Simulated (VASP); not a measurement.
# Ti (Fd-3m) in VASP: a series of runs

Ti is run at these levels: PBE; tasks: single point.

Everything below comes from runs of VASP 6.6.1. Logs are shortened: lines on timing, memory, paths and dates and some standing lists are left out, and cuts for length are marked.

### 1 The cell of the first run

It takes space group Fd-3m (No. 227, cubic). The conventional cell has a = 5.780 Å, b = 5.780 Å, c = 5.780 Å, α = 90.00°, β = 90.00°, γ = 90.00°. Within 3.3 Å of Ti (site symmetry -43m) lie 4 Ti at 2.50 Å.

This isn't the form of Ti at room conditions, which is hcp.

### 2 Single point, PBE, collinear spin (24.13 Å³/atom)

File INCAR:

```
PREC     = Accurate       # precision mode
ENCUT    = 520            # plane-wave cutoff, eV
EDIFF    = 1E-7           # SCF threshold, eV
ISMEAR   = -1             # smearing method
SIGMA    = 0.05           # smearing width, eV
LREAL    = False          # projectors in reciprocal space
LASPH    = True           # aspherical terms in the spheres
NELM     = 150            # most SCF steps
ALGO     = Normal         # electronic algorithm
ISIF     = 2              # what is computed and relaxed
LWAVE    = False          # write WAVECAR
LCHARG   = False          # write CHGCAR
ISPIN    = 2              # spin polarisation
MAGMOM   = 1.645 1.645    # initial moments
LORBIT   = 11             # projections on sites
LMAXMIX  = 4              # l up to which the mixer works
GGA      = PE             # functional
NBANDS   = 23             # bands
```

File KPOINTS:

```
Automatic mesh
0
Gamma
  15 15 15
```

File POSCAR:

```
Ti
1.0
    0.0000000000      2.8897617432      2.8897617432
    2.8897617432      0.0000000000      2.8897617432
    2.8897617432      2.8897617432      0.0000000000
Ti
2
Direct
    0.1250000000      0.1250000000      0.1250000000
    0.8750000000      0.8750000000      0.8750000000
```

Potentials or basis: VASP PAW PBE potentials, release 64 (Ti_sv).

Command:

```
$ cat potpaw_PBE.64/Ti_sv/POTCAR > POTCAR
$ mpirun -np 1 vasp_std > vasp.out
```

OUTCAR:

```text
PREC = Accurate
   ENCUT = 520
   EDIFF = 1E-7
   ISMEAR = -1
   LREAL = False
   LASPH = True
   NELM = 150
   ISIF = 2
   ISPIN = 2
   LORBIT = 11
   GGA = PE

 ion  position               nearest neighbor table
   1  0.125  0.125  0.125-   2 2.50   2 2.50   2 2.50   2 2.50
   2  0.875  0.875  0.875-   1 2.50   1 2.50   1 2.50   1 2.50

  LATTYP: Found a face centered cubic cell.
 ALAT       =     5.7795234864

  Lattice vectors:

 A1 = (   0.0000000000,   2.8897617432,   2.8897617432)
 A2 = (   2.8897617432,   0.0000000000,   2.8897617432)
 A3 = (   2.8897617432,   2.8897617432,   0.0000000000)

Analysis of symmetry for initial positions (statically):
=====================================================================
 Subroutine PRICEL returns:
 Original cell was already a primitive cell.

 Routine SETGRP: Setting up the symmetry group for a
 face centered cubic supercell.

 Subroutine GETGRP returns: Found 48 space group operations
 (whereof 12 operations were pure point group operations)
 out of a pool of 48 trial point group operations.

The static configuration has the point symmetry D_3d.
 The point group associated with its full space group is O_h .

Analysis of symmetry for dynamics (positions and initial velocities):
=====================================================================
 Subroutine PRICEL returns:
 Original cell was already a primitive cell.

 Routine SETGRP: Setting up the symmetry group for a
 face centered cubic supercell.

 Subroutine GETGRP returns: Found 48 space group operations
 (whereof 12 operations were pure point group operations)
 out of a pool of 48 trial point group operations.

The dynamic configuration has the point symmetry D_3d.
 The point group associated with its full space group is O_h .

Analysis of structural, dynamic, and magnetic symmetry:
=====================================================================
 Subroutine PRICEL returns:
 Original cell was already a primitive cell.

 Routine SETGRP: Setting up the symmetry group for a
 face centered cubic supercell.

 Subroutine GETGRP returns: Found 48 space group operations
 (whereof 12 operations were pure point group operations)
 out of a pool of 48 trial point group operations.

The overall configuration has the point symmetry D_3d.
 The point group associated with its full space group is O_h .

 Subroutine INISYM returns: Found 48 space group operations
 (whereof 12 operations are pure point group operations),
[... 115 lines left out ...]
     AMIX     =   0.40;   BMIX     =  1.00
     AMIX_MAG =   1.60;   BMIX_MAG =  1.00
  volume/ion in A,a.u.               =      24.13       162.85
  Fermi-wavevector in a.u.,A,eV,Ry     =   1.297000  2.450974 22.887832  1.682208
  Thomas-Fermi vector in A             =   2.428420
   LORBIT       =     11    0 simple, 1 ext, 2 COOP (PROOUT), +10 PAW based schemes
   GGA     = PE    functional components
   LHFCALC =     F    Hartree Fock is set to
   AEXX    =    0.0000 exact exchange contribution
   IVDW    =     0    specifies the selected vdW correction
   LEPSILON=     F    determine dielectric tensor
   LRPA    =     F    only Hartree local field effects (RPA)
 spin polarized calculation
  energy-cutoff  :      520.00
  volume of cell :       48.26
 maximum number of plane-waves:      1315
   NGX = 15   NGY = 15   NGZ = 15

 number of electron      24.0000010 magnetization       4.0892583

 Free energy of the ion-electron system (eV)
  ---------------------------------------------------
  ext. energy  EPLUGINS =         0.00000000
  ---------------------------------------------------
  free energy    TOTEN  =       -11.32855398 eV

  energy without entropy =      -11.30116060  energy(sigma->0) =      -11.31485729

 E-fermi :   4.9879     XC(G=0):  -9.6702

 val. band max:        4.9873199471   @ k =   0.2667   0.2667   0.0000
 cond. band min:       4.9919578269   @ k =   0.3333   0.2667   0.0667
 fundamental gap:      0.0046378798
 Fermi energy:         4.9879077715

 spin component 1

 k-point     1 :       0.0000    0.0000    0.0000
  band No.  band energies     occupation
      1     -52.2294      1.00000
      2     -51.8006      1.00000
      3     -28.6933      1.00000
      4     -28.6933      1.00000
      5     -28.6933      1.00000
      6     -28.0351      1.00000
[... 613 lines left out ...]
     22      14.3523      0.00000
     23      14.8511      0.00000

 [... further k-points ...]

 spin component 2

 k-point     1 :       0.0000    0.0000    0.0000
  band No.  band energies     occupation
      1     -50.8021      1.00000
      2     -50.3939      1.00000
      3     -27.2384      1.00000
      4     -27.2384      1.00000
      5     -27.2384      1.00000
      6     -26.6232      1.00000
[... 613 lines left out ...]
     22      14.6604      0.00000
     23      16.1736      0.00000

 [... further k-points ...]

------------------------ aborting loop because EDIFF is reached ----------------------------------------

  FORCE on cell =-STRESS in cart. coord.  units (eV):
  Direction    XX          YY          ZZ          XY          YZ          ZX
  --------------------------------------------------------------------------------------
  -------------------------------------------------------------------------------------
  Total        1.0289957      1.0289957      1.0289957     -0.0000000     -0.0000000      0.0000000
  in kB       34.1592285     34.1592285     34.1592285     -0.0000000     -0.0000000      0.0000000
  external PRESSURE =      34.1592285 kB  Pullay stress =       0.0000000 kB

 VOLUME and BASIS-vectors are now :
 -----------------------------------------------------------------------------
  energy-cutoff  :      520.00
  volume of cell :       48.26
      direct lattice vectors                 reciprocal lattice vectors
     0.000000000  2.889761743  2.889761743    -0.173024645  0.173024645  0.173024645
     2.889761743  0.000000000  2.889761743     0.173024645 -0.173024645  0.173024645
     2.889761743  2.889761743  0.000000000     0.173024645  0.173024645 -0.173024645

 POSITION                                       TOTAL-FORCE (eV/Angst)
 -----------------------------------------------------------------------------------
      0.72244      0.72244      0.72244         0.000000     -0.000000      0.000000
      5.05708      5.05708      5.05708        -0.000000      0.000000     -0.000000
 -----------------------------------------------------------------------------------
    total drift:                               -0.000000      0.000000      0.000000

  FREE ENERGIE OF THE ION-ELECTRON SYSTEM (eV)
  ---------------------------------------------------
  free  energy   TOTEN  =       -11.3285539835 eV

  energy  without entropy=      -11.3011605962  energy(sigma->0) =      -11.31485729

 total charge

# of ion       s       p       d       tot
------------------------------------------
    1        2.239   6.030   2.148  10.417
    2        2.239   6.030   2.148  10.417
--------------------------------------------------
tot          4.478  12.061   4.297  20.835

 magnetization (x)

# of ion       s       p       d       tot
------------------------------------------
    1        0.108   0.059   1.478   1.646
    2        0.108   0.059   1.478   1.646
--------------------------------------------------
tot          0.217   0.118   2.956   3.292
```

OSZICAR:

```text
N       E                     dE             d eps       ncg     rms          rms(c)
DAV:   1     0.288876320351E+03    0.28888E+03   -0.12143E+04 11040   0.118E+03
DAV:   2     0.187000916197E+02   -0.27018E+03   -0.26216E+03 11726   0.383E+02
DAV:   3    -0.100046976520E+02   -0.28705E+02   -0.27600E+02 20768   0.103E+02
DAV:   4    -0.114434206802E+02   -0.14387E+01   -0.14238E+01 12210   0.238E+01
DAV:   5    -0.115072014370E+02   -0.63781E-01   -0.63761E-01 15606   0.369E+00    0.966E+00
DAV:   6    -0.111271008404E+02    0.38010E+00   -0.41976E+00 12759   0.144E+01    0.479E+00
DAV:   7    -0.112653331290E+02   -0.13823E+00   -0.22954E-01 14299   0.389E+00    0.188E+00
DAV:   8    -0.113069454389E+02   -0.41612E-01   -0.48351E-02 13006   0.169E+00    0.147E+00
DAV:   9    -0.113232432255E+02   -0.16298E-01   -0.45684E-02 12686   0.131E+00    0.705E-01
DAV:  10    -0.113269921164E+02   -0.37489E-02   -0.45362E-03 14352   0.426E-01    0.286E-01
DAV:  11    -0.113285584542E+02   -0.15663E-02   -0.18140E-03 11661   0.225E-01    0.742E-02
DAV:  12    -0.113285574583E+02    0.99587E-06   -0.15967E-04 13548   0.896E-02    0.356E-02
DAV:  13    -0.113285552374E+02    0.22210E-05   -0.16021E-05 15740   0.339E-02    0.176E-02
DAV:  14    -0.113285540689E+02    0.11685E-05   -0.58255E-06 12112   0.186E-02    0.444E-03
DAV:  15    -0.113285539835E+02    0.85417E-07   -0.38750E-07 11856   0.430E-03
   1 F= -.11328554E+02 E0= -.11314857E+02  d E =-.273934E-01  mag=     4.0889
```

Wall time 2 min (1 thread of Intel Xeon 6975P-C (Granite Rapids), shared host); peak memory 0.31 GiB.

Results:

```
Free energy                                           : -11.3286 eV
Pressure                                              : 3.4 GPa
Net moment                                            : 4.09 μB per cell
Site moments                                          : Ti +1.65 μB
Valence electrons inside the program's atomic spheres : Ti 10.42
```

Caveat: the cell stands under pressure.

### 3 Single point, PBE, collinear spin (25.23 Å³/atom)

This run uses another cell than the first one, of 25.23 Å³/atom.

File INCAR:

```
PREC = Accurate ; ENCUT = 520
EDIFF = 1E-6 ; ISMEAR = -1
SIGMA = 0.05 ; LREAL = F
LASPH = T ; NELM = 150
ALGO = Normal ; ISIF = 2
LWAVE = F ; LCHARG = T
ISPIN = 2 ; MAGMOM = 1.645 1.645
LORBIT = 11 ; LMAXMIX = 4
GGA = PE ; LELF = T
LVHAR = T ; NBANDS = 23
```

KPOINTS is that of step 2.

File POSCAR:

```
Ti
1.0
    0.0000000000      2.9328988752      2.9328988752
    2.9328988752      0.0000000000      2.9328988752
    2.9328988752      2.9328988752      0.0000000000
Ti
2
Direct
    0.1250000000      0.1250000000      0.1250000000
    0.8750000000      0.8750000000      0.8750000000
```

Potentials or basis: VASP PAW PBE potentials, release 64 (Ti_sv).

Command:

```
$ cat potpaw_PBE.64/Ti_sv/POTCAR > POTCAR
$ mpirun -np 1 vasp_std > vasp.out
```

It took 95 s on 1 thread of Intel Xeon 6975P-C (Granite Rapids), shared host; peak memory 0.33 GiB.

The run converged. Its results:

* Free energy: -11.3670 eV
* Pressure: 2.1 GPa
* Net moment: 4.26 μB per cell
* Site moments: Ti +1.69 μB
* Valence electrons inside the program's atomic spheres: Ti 10.38

Levels at points of the mesh, in eV from the Fermi level:
Spin up:
```tsv
k point	band 12	band 13	band 14	band 15	band 16	band 17
(0.00, 0.00, 0.00)	-0.85	-0.85	-0.85	1.00	1.00	1.00
```
Spin down:
| k point | band 7 | band 8 | band 9 | band 10 | band 11 | band 12 | band 13 | band 14 |
| --- | --- | --- | --- | --- | --- | --- | --- | --- |
| (0.00, 0.00, 0.00) | -31.64 | -31.64 | -4.07 | 0.40 | 0.40 | 1.02 | 1.02 | 1.02 |
